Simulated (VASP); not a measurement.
Na: single point with r2SCAN

Crystal: Na.

```
CELL_PARAMETERS angstrom
-2.11250 2.11250 2.11250
2.11250 -2.11250 2.11250
2.11250 2.11250 -2.11250
ATOMIC_POSITIONS crystal
Na 0.00000 0.00000 0.00000
```

```
Program             : VASP 6.6.1
Task                : single point
Functional          : r2SCAN
Potentials or basis : VASP PAW PBE potentials, release 64 (Na_pv)
Cutoff              : 520 eV
k mesh              : 11 × 11 × 11
Occupations         : fermi-dirac, width 0.1 eV
Spin                : no spin polarisation
```

```
Pressure               : 0.1 GPa
Band gap on the k mesh : zero (an odd number of electrons rules out a gap without spin polarisation)
```

Levels at points of the mesh, in eV from the Fermi level:
| k point | band 1 | band 2 | band 3 | band 4 | band 5 | band 6 | band 7 | band 8 |
| --- | --- | --- | --- | --- | --- | --- | --- | --- |
| (0.00, 0.00, 0.00) | -26.05 | -26.05 | -26.05 | -3.48 | 12.28 | 12.28 | 12.28 | 13.48 |

It took 110 s on 1 thread of Intel Xeon 8259CL (shared host), peak memory 0.16 GiB.

Caveat: the PAW data sets were made with another functional, which shifts forces and pressure a little.
